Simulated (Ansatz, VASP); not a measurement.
# Two plane-wave programs on TiB2

```
CELL_PARAMETERS angstrom
3.03207 0.00000 0.00000
-1.51604 2.62585 0.00000
0.00000 0.00000 3.22354
ATOMIC_POSITIONS crystal
Ti 0.00000 0.00000 0.00000
B 0.33333 0.66667 0.50000
B 0.66667 0.33333 0.50000
```

Alike in both runs: functional PBE; k mesh 15 × 15 × 14; occupations gaussian, width 0.1 eV; no spin polarisation.

Ansatz relaxed the structure, and its values are those at the end. VASP's run is a single point on that final structure, the one shown.

|  | VASP | Ansatz |
| --- | --- | --- |
| version | VASP 6.6.1 | Ansatz 0.2.0 |
| potentials or method | VASP PAW PBE potentials, release 64 (Ti_sv, B), cutoff 520 eV | scalar-relativistic, plane waves, PAW |
| valence electrons in the cell | 18 | 18 |

|  | VASP | Ansatz | Ansatz less VASP |
| --- | --- | --- | --- |
| gap on the k mesh at the Fermi level (eV) | none | none | - |
| pressure (GPa) | 0.2 | 0.0 | -0.21 |

A gap of «none» marks a metal or a gap that the smearing closes.
